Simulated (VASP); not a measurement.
The system is N.

```
N
1.0
     4.08406    0.00000    0.00000
     0.00000    4.08406    0.00000
     0.00000    0.00000    5.34591
N
4
Cartesian
  1.6511 2.4330 2.6730
  0.3909 0.3909 0.0000
  2.4330 1.6511 2.6730
  3.6931 3.6931 0.0000
```

Base run:

- Program: VASP 6.6.1
- Functional: r2SCAN-based global hybrid with 25 % exact exchange
- Potentials or basis: VASP PAW PBE potentials, release 64 (N)
- Cutoff: 520 eV
- k mesh: 4 × 4 × 3
- Occupations: fermi-dirac, width 0.05 eV
- Spin: no spin polarisation

Its results: band gap on the k mesh 10.39 eV (least direct gap 10.61 eV); pressure -1.9 GPa; largest force 1.241 eV/Å.

The run is repeated on the same cell with these changes: functional from r2SCAN-based global hybrid with 25 % exact exchange to PBE-based screened hybrid with 25 % exact exchange; further incar settings from ALGO = Normal; EDIFF = 1e-07; NBANDS = 18 to ALGO = Normal; EDIFF = 1e-06; NBANDS = 18. What comes out?

Band gap on the k mesh 8.56 eV (least direct gap 8.76 eV); pressure -0.4 GPa; largest force 0.492 eV/Å.

Caveats: the standard files for N, O and F lose accuracy on very short bonds; the PAW data sets were made with another functional, which shifts forces and pressure a little; this functional lacks dispersion, which holds the molecules together, so the pressure and a relaxed volume are unreliable (at least some runs).

A k mesh can miss the band edges.
